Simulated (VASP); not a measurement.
A run of VASP 6.6.1:

INCAR

```
SYSTEM = Ag
PREC = Accurate
ENCUT = 520
EDIFF = 1E-8
ISMEAR = 0
SIGMA = 0.1
LREAL = .FALSE.
LASPH = .TRUE.
NELM = 80
ALGO = Fast
ISIF = 2
LWAVE = .FALSE.
LCHARG = .TRUE.
GGA = PE
IBRION = 8
NSW = 1
```

The input KPOINTS:

```
Automatic mesh
0
G
  24 24 24
  0 0 0
```

File POSCAR:

```
Ag
1.0
    0.0000000000      2.0736537292      2.0736537292
    2.0736537292      0.0000000000      2.0736537292
    2.0736537292      2.0736537292      0.0000000000
Ag
1
Direct
    0.0000000000      0.0000000000      0.0000000000
```

Potentials or basis: VASP PAW PBE potentials, release 64 (Ag).

The run is started by

```sh
$ cat potpaw_PBE.64/Ag/POTCAR > POTCAR
$ mpirun -np 1 vasp_std > vasp.out
```

Hardware: 1 thread of Intel(R) Xeon(R) 6975P-C (Granite Rapids), with other jobs on the host.

Task: How long does it take, and how much memory?

Result: Run time: 94 s on 1 thread of Intel(R) Xeon(R) 6975P-C (Granite Rapids), with other jobs on the host, peak memory 0.49 GiB. Counts: scf iterations 28, k points 413.
